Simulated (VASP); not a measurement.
**V: relaxation of cell and atoms with LDA**

Crystal: V.

```
CELL_PARAMETERS angstrom
2.61487 0.00000 0.00000
-1.30744 2.26455 0.00000
0.00000 0.00000 4.23609
ATOMIC_POSITIONS crystal
V 0.33333 0.66667 0.25000
V 0.66667 0.33333 0.75000
```

* Program: VASP 6.6.1
* Task: relaxation of cell and atoms
* Functional: LDA
* Potentials or basis: VASP PAW LDA potentials, release 64 (V_sv)
* Cutoff: 600 eV
* k mesh: 18 × 18 × 10
* Occupations: fermi-dirac, width 0.08 eV
* Spin: no spin polarisation
* Dipole correction: no
* Further INCAR settings: ALGO = Normal; EDIFF = 1e-06; IBRION = 2; EDIFFG = -0.005; NSW = 60; ISIF = 3

* Relaxed volume: 12.93 Å³/atom
* Relaxed cell: a = 2.540 Å, b = 2.540 Å, c = 4.630 Å, α = 90.00°, β = 90.00°, γ = 120.00°
* Space group after relaxing (to 0.05 Å): P6_3/mmc (No. 194)
* Energy gained by relaxing: 54.5 meV/atom
* Ionic steps: 11
* Pressure after relaxing: 0.0 GPa
* Band gap on the k mesh: zero (band 13 reaches 12.12 eV, above the bottom of band 14 at 9.70 eV)

The path:
```csv
step,energy change (eV),largest force (eV/Å),pressure (GPa),volume (Å³)
1,0.0000,0.0000,7.10,25.08
2,-0.0200,0.0000,-8.45,27.14
3,-0.0360,0.0000,-2.76,26.30
4,-0.0826,0.0000,-3.36,26.33
5,-0.0078,0.0000,-1.42,26.20
6,-0.1022,0.0000,-3.46,26.33
7,-0.1039,0.0000,-3.45,26.33
8,-0.0962,0.0000,5.81,25.15
9,-0.1090,0.0000,0.04,25.86
10,-0.1090,0.0000,-0.17,25.87
11,-0.1091,0.0000,0.02,25.87
```

Final structure:
```yaml
crystal:
  lattice:
    - [2.53979, 0.00000, 0.00000]
    - [-1.26989, 2.19952, 0.00000]
    - [0.00000, 0.00000, 4.63010]
  atoms:
    - { symbol: V, position: [0.33333, 0.66667, 0.25000] }
    - { symbol: V, position: [0.66667, 0.33333, 0.75000] }
```

Levels at points of the mesh, in eV from the Fermi level:
```
           k point  band 11  band 12  band 13  band 14  band 15  band 16
(0.00, 0.00, 0.00)    -0.71    -0.04     0.32     0.32     0.66     0.66
(0.50, 0.00, 0.00)    -3.00    -0.46     0.00     0.33     0.63     3.18
(0.00, 0.00, 0.50)    -1.13    -1.13     0.36     0.36     0.36     0.36
(0.50, 0.00, 0.50)    -2.02    -2.02     1.75     1.75     1.88     1.88
```

Wall time 5.4 min on 1 thread of Intel(R) Xeon(R) Platinum 8488C (Sapphire Rapids) (shared host), peak memory 0.23 GiB.
